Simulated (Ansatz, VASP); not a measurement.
# LiF: VASP beside Ansatz

File INCAR:

```
SYSTEM = LiF
PREC     = Accurate       ! precision mode
ENCUT    = 520            ! plane-wave cutoff, eV
EDIFF    = 1E-6           ! SCF threshold, eV
ISMEAR   = 0              ! smearing method
SIGMA    = 0.05           ! smearing width, eV
LREAL    = .FALSE.        ! projectors in reciprocal space
LASPH    = .TRUE.         ! aspherical terms in the spheres
NELM     = 100            ! most SCF steps
ALGO     = Normal         ! electronic algorithm
ISIF     = 2              ! what is computed and relaxed
LWAVE    = .FALSE.        ! write WAVECAR
LCHARG   = .FALSE.        ! write CHGCAR
GGA      = CA             ! functional
NBANDS   = 18             ! bands
```

File KPOINTS:

```
regular mesh
0
G
  9 9 6
  0 0 0
```

File POSCAR:

```
LiF
1.0
    2.9680706168      0.0000000000      0.0000000000
   -1.4840353084      2.5704245544      0.0000000000
    0.0000000000      0.0000000000      4.8557635292
Li F
2 2
Direct
    0.3333333333      0.6666666667      0.3652620286
    0.6666666667      0.3333333333      0.8652620286
    0.3333333333      0.6666666667      0.9910195924
    0.6666666667      0.3333333333      0.4910195924
```

Input for Ansatz:

```yaml
crystal:
  lattice:
    - [2.9680706168, 0.0, 0.0]
    - [-1.4840353084, 2.5704245544, 0.0]
    - [0.0, 0.0, 4.8557635292]
  atoms:
    - { symbol: Li, position: [0.3333333333, 0.6666666667, 0.3652620286] }
    - { symbol: Li, position: [0.6666666667, 0.3333333333, 0.8652620286] }
    - { symbol: F, position: [0.3333333333, 0.6666666667, 0.9910195924] }
    - { symbol: F, position: [0.6666666667, 0.3333333333, 0.4910195924] }
basis:
  ecutwfc: 520.0
kpoints:
  mp_grid: { grid: [9, 9, 6] }
hamiltonian:
  xc: lda
scf:
  occupations: { method: gaussian, width: 0.05 }
output:
  forces: true
  stress: true
  eigenvalues: true
  write_density: true
  write_potential: true
  elf: true
  volumetric_format: npy
```

Alike in both runs: task single point; functional LDA; k mesh 9 × 9 × 6; occupations gaussian, width 0.05 eV; no spin polarisation.

```csv
,VASP,Ansatz
version,VASP 6.6.1,Ansatz 0.2.0
potentials or method,"VASP PAW LDA potentials, release 64 (Li_sv, F), cutoff 520 eV","scalar-relativistic, plane waves, PAW"
valence electrons in the cell,20,20
```

|  | VASP | Ansatz | Ansatz less VASP |
| --- | --- | --- | --- |
| gap on the k mesh at the Fermi level (eV) | 7.97 | 7.98 | +0.015 |
| least direct gap on the mesh (eV) | 7.97 | 7.98 | +0.015 |
| rms of the force components (eV/Å) | 0.033 | 0.034 | +0.0002 |

LDA's correlation is that of Perdew and Zunger in VASP and of Perdew and Wang (1992) in Ansatz. Atom by atom the forces differ by 0.000 eV/Å (rms over components).

Noted on VASP's run: the cutoff is under 1.25 times that of the potentials, so the pressure is a little rough.
